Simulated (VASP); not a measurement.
In:

```
CELL_PARAMETERS angstrom
0.00000 3.21951 3.21951
3.21951 0.00000 3.21951
3.21951 3.21951 0.00000
ATOMIC_POSITIONS crystal
In 0.00000 0.00000 0.00000
In 0.25000 0.25000 0.25000
```

- Program: VASP 6.6.1
- Task: relaxation of cell and atoms
- Functional: PBE
- Potentials or basis: VASP PAW PBE potentials, release 64 (In_d)
- Cutoff: 600 eV
- k mesh: 9 × 9 × 9
- Occupations: fermi-dirac, width 0.05 eV
- Spin: no spin polarisation

At the start: pressure 4.2 GPa; volume 33.37 Å³/atom.

Question: Where does the relaxation end?

Answer: Over 18 steps the energy falls by 53.2 meV/atom and the volume is 37.98 Å³/atom (+13.8 %); space group Fd-3m (No. 227, to 0.05 Å).

The path:
| step | energy change (eV) | largest force (eV/Å) | pressure (GPa) | volume (Å³) |
| --- | --- | --- | --- | --- |
| 1 | 0.0000 | 0.0000 | 4.16 | 66.74 |
| 2 | -0.1061 | 0.0000 | 0.19 | 75.47 |
| 3 | -0.1064 | 0.0000 | -0.04 | 76.14 |
| 4 | -0.1064 | 0.0000 | 0.02 | 75.95 |
| 5 | -0.1064 | 0.0000 | 0.03 | 75.95 |
| 6 | -0.1064 | 0.0000 | 0.03 | 75.95 |
| 7 | -0.1064 | 0.0000 | 0.03 | 75.95 |
| 8 | -0.1064 | 0.0000 | 0.03 | 75.95 |
| 9 | -0.1064 | 0.0000 | 0.03 | 75.95 |
| 10 | -0.1064 | 0.0000 | 0.03 | 75.95 |
| 11 | -0.1064 | 0.0000 | 0.03 | 75.95 |
| 12 | -0.1064 | 0.0000 | 0.03 | 75.95 |
| 13 | -0.1064 | 0.0000 | 0.03 | 75.95 |
| 14 | -0.1064 | 0.0000 | 0.03 | 75.95 |
| 15 | -0.1064 | 0.0000 | 0.03 | 75.95 |
| 16 | -0.1064 | 0.0000 | 0.04 | 75.95 |
| 17 | -0.1064 | 0.0000 | 0.05 | 75.96 |
| 18 | -0.1064 | 0.0000 | 0.02 | 75.97 |

Final structure:
```
In
1.0
     0.00000    3.36150    3.36150
     3.36150    0.00000    3.36150
     3.36150    3.36150    0.00000
In
2
Direct
  0.00000 0.00000 0.00000
  0.25000 0.25000 0.25000
```
